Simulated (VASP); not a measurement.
Input of a VASP 6.6.1 run:

The input INCAR:

```
PREC = Accurate
ENCUT = 520
EDIFF = 1E-6
ISMEAR = 0
SIGMA = 0.05
LREAL = False
LASPH = True
NELM = 150
ALGO = Normal
ISIF = 2
LWAVE = False
LCHARG = False
ISPIN = 2
MAGMOM = 0.8
LORBIT = 11
LMAXMIX = 4
GGA = PE
NBANDS = 15
```

The input KPOINTS:

```
regular mesh
0
Gamma
  10 10 10
```

File POSCAR:

```
Ni
1.0
   -1.3969149756      1.3969149756      1.3969149756
    1.3969149756     -1.3969149756      1.3969149756
    1.3969149756      1.3969149756     -1.3969149756
Ni
1
Direct
    0.0000000000      0.0000000000      0.0000000000
```

Potentials or basis: VASP PAW PBE potentials, release 64 (Ni).

The run is started by

```bash
$ cat potpaw_PBE.64/Ni/POTCAR > POTCAR
$ mpirun -np 1 vasp_std > vasp.out
```

Problem. Estimate the site moments.

Solution. Ni +0.59 μB.

Problem. What does it give for the net moment?

Solution. 0.58 μB per cell.

Problem. Predict the pressure.

Solution. 1.7 GPa.
